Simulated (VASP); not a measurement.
Input of a VASP 6.6.1 run:

The input INCAR:

```
  ALGO = Fast
  EDIFF = 1E-6
  EDIFFG = -0.01
  ENCUT = 600
  GGA = PE
  IBRION = 2
  ISIF = 3
  ISMEAR = 0
  LASPH = True
  LCHARG = False
  LREAL = False
  LWAVE = False
  NELM = 80
  NSW = 100
  PREC = Accurate
  SIGMA = 0.1
```

File KPOINTS:

```
k-points
0
Gamma
  18 18 18
```

Contents of POSCAR:

```
Pb
1.0
    2.4770853293      1.4301458817      1.6083810661
   -2.4770853293      1.4301458817      1.6083810661
    0.0000000000     -2.8602917634      1.6083810661
Pb
1
Direct
    0.0000000000      0.0000000000      0.0000000000
```

Potentials or basis: VASP PAW PBE potentials, release 64 (Pb_d).

Run with:

```bash
$ cat potpaw_PBE.64/Pb_d/POTCAR > POTCAR
$ mpirun -np 1 vasp_std > vasp.out
```

Question: What does it give for the space group after relaxing (to 0.1 Å)?

Answer: R-3m (No. 166).

Question: Predict the relaxed volume.

Answer: 34.15 Å³/atom.

Final structure:
```yaml
crystal:
  lattice:
    - [2.47586, 1.42944, 1.60820]
    - [-2.47586, 1.42944, 1.60820]
    - [0.00000, -2.85888, 1.60820]
  atoms:
    - { symbol: Pb, position: [0.00000, 0.00000, 0.00000] }
```
